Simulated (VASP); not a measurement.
A run of VASP 6.6.1:

File INCAR:

```
ALGO = Normal
EDIFF = 1E-6
EDIFFG = -0.01
ENCUT = 600
GGA = PS
IBRION = 2
ISIF = 3
ISMEAR = -1
LASPH = T
LCHARG = F
LREAL = F
LWAVE = F
NELM = 80
NSW = 60
PREC = Accurate
PSTRESS = 300.0
SIGMA = 0.05
```

File KPOINTS:

```
k-points
0
Gamma
  9 9 9
```

Contents of POSCAR:

```
Na
1.0
   -2.1410000000      2.1410000000      2.1410000000
    2.1410000000     -2.1410000000      2.1410000000
    2.1410000000      2.1410000000     -2.1410000000
Na
1
Direct
    0.0000000000      0.0000000000      0.0000000000
```

Potentials or basis: VASP PAW PBE potentials, release 64 (Na_pv).

Launch:

```console
$ cat potpaw_PBE.64/Na_pv/POTCAR > POTCAR
$ mpirun -np 1 vasp_std > vasp.out
```

Hardware: 1 thread of Intel(R) Xeon(R) Platinum 8259CL CPU @ 2.50GHz (Skylake/Cascade Lake) (shared host).

Problem. Estimate the wall time of this run.

Solution. It took 61 s on 1 thread of Intel(R) Xeon(R) Platinum 8259CL CPU @ 2.50GHz (Skylake/Cascade Lake), on a shared host, peak memory 0.17 GiB. Counts: scf iterations 47, k points 35, ion steps 7.
